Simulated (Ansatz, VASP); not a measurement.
## Mo: VASP beside Ansatz

```
CELL_PARAMETERS angstrom
-1.61813 1.61813 1.52387
1.61813 -1.61813 1.52387
1.61813 1.61813 -1.52387
ATOMIC_POSITIONS crystal
Mo 0.00000 0.00000 0.00000
```

Change from the starting cell: strain +0.030 along x and y, -0.030 along z, atoms carried along.

Alike in both runs: task single point; functional r2SCAN; k mesh 22 × 22 × 22; occupations gaussian, width 0.15 eV; no spin polarisation.

|  | VASP | Ansatz |
| --- | --- | --- |
| version | VASP 6.6.1 | Ansatz 0.2.0 |
| potentials or method | VASP PAW PBE potentials, release 64 (Mo_sv), cutoff 520 eV | scalar-relativistic, plane waves, PAW |
| valence electrons in the cell | 14 | 14 |

VASP gave:

* gap on the k mesh at the Fermi level (eV): none
* pressure (GPa): -3.8
* traceless stress, the component that is largest in VASP (GPa): 12.69

Problem. Which values does Ansatz return?

Solution. gap on the k mesh at the Fermi level (eV): none; pressure (GPa): -4.8; traceless stress, the component that is largest in VASP (GPa): 12.69.

VASP's potentials were made for PBE, not for r2SCAN. A gap of «none» marks a metal or a gap that the smearing closes. The functional is the same, so the differences come from potentials, cutoffs and numerics.
